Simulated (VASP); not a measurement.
TiO2 (Anatase):

```
Ti O
1.0
    -1.89210    1.89210    4.75730
     1.89210   -1.89210    4.75730
     1.89210    1.89210   -4.75730
Ti O
2 4
Direct
  0.75000 0.25000 0.50000
  0.00000 0.00000 0.00000
  0.79190 0.79190 0.00000
  0.54190 0.04190 0.50000
  0.95810 0.45810 0.50000
  0.20810 0.20810 0.00000
```

Base run:

* Program: VASP 6.6.1
* Functional: PBE
* Potentials or basis: VASP PAW PBE potentials, release 64 (Ti_sv, O)
* Cutoff: 520 eV
* k mesh: 10 × 10 × 10
* Occupations: fermi-dirac, width 0.05 eV
* Spin: no spin polarisation
* Hubbard terms: Ti d U = 6.0 eV

Its results: band gap on the k mesh 3.01 eV, indirect (least direct gap 3.39 eV); pressure 17.2 GPa; largest force 0.294 eV/Å.

Q: The run is repeated on the same cell with these changes: hubbard terms from Ti d U = 6.0 eV to Ti d U = 5.0 eV. What comes out?

A: Band gap on the k mesh 2.85 eV, indirect (least direct gap 3.22 eV); pressure 15.3 GPa; largest force 0.263 eV/Å.

A k mesh can miss the band edges.
